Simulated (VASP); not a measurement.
Set up this calculation in VASP 6.6.1, as the native input.

```
Task                   : relaxation of shape and atoms at fixed volume
Functional             : r2SCAN
Potentials or basis    : VASP PAW PBE potentials, release 64 (Si)
Cutoff                 : 600 eV
k mesh                 : 18 × 18 × 10
Occupations            : gaussian, width 0.1 eV
Spin                   : no spin polarisation
Dipole correction      : no
Further INCAR settings : ALGO = Normal; EDIFF = 1e-06; IBRION = 2; EDIFFG = -0.01; NSW = 50; ISIF = 4
```

Si:

```
CELL_PARAMETERS angstrom
2.53120 0.00000 0.00000
-1.26560 2.19208 0.00000
0.00000 0.00000 4.35598
ATOMIC_POSITIONS crystal
Si 0.33333 0.66667 0.25000
Si 0.66667 0.33333 0.75000
```

This isn't the form of Si at room conditions, which is diamond.

The input as run:

POSCAR

```
Si
1.0
    2.5311980343      0.0000000000      0.0000000000
   -1.2655990172      2.1920817998      0.0000000000
    0.0000000000      0.0000000000      4.3559813977
Si
2
Direct
    0.3333333333      0.6666666667      0.2500000000
    0.6666666667      0.3333333333      0.7500000000
```

INCAR.step1

```
SYSTEM = Si
  ALGO = Normal
  EDIFF = 1E-4
  ENCUT = 600
  GGA = PE
  ISMEAR = 0
  LASPH = .True.
  LCHARG = .False.
  LREAL = .False.
  LWAVE = .True.
  NELM = 100
  PREC = Accurate
  SIGMA = 0.1
```

INCAR.step2

```
SYSTEM = Si
  ALGO = Normal
  EDIFF = 1E-6
  EDIFFG = -0.01
  ENCUT = 600
  IBRION = 2
  ISIF = 4
  ISMEAR = 0
  ISTART = 1
  LASPH = .True.
  LCHARG = .False.
  LMIXTAU = .True.
  LREAL = .False.
  LWAVE = .False.
  METAGGA = R2SCAN
  NELM = 100
  NSW = 50
  PREC = Accurate
  SIGMA = 0.1
```

KPOINTS

```
k-points
0
Gamma
  18 18 10
  0 0 0
```

Potentials or basis: VASP PAW PBE potentials, release 64 (Si).

Launch:

```sh
$ cat potpaw_PBE.64/Si/POTCAR > POTCAR
$ cp INCAR.step1 INCAR
$ mpirun -np 1 vasp_std > vasp.out
$ cp INCAR.step2 INCAR
$ mpirun -np 1 vasp_std > vasp.out
```

It gave:

```yaml
Pressure_after_relaxing: 16.1 GPa
Band_gap_on_the_k_mesh: zero (bands 4 and 5 overlap by 15.34 eV)
```

Caveat: the PAW data sets were made with another functional, which shifts forces and pressure a little.

Run time: 2.4 min on 1 thread of Intel Xeon 8259CL (shared host), peak memory 0.17 GiB.
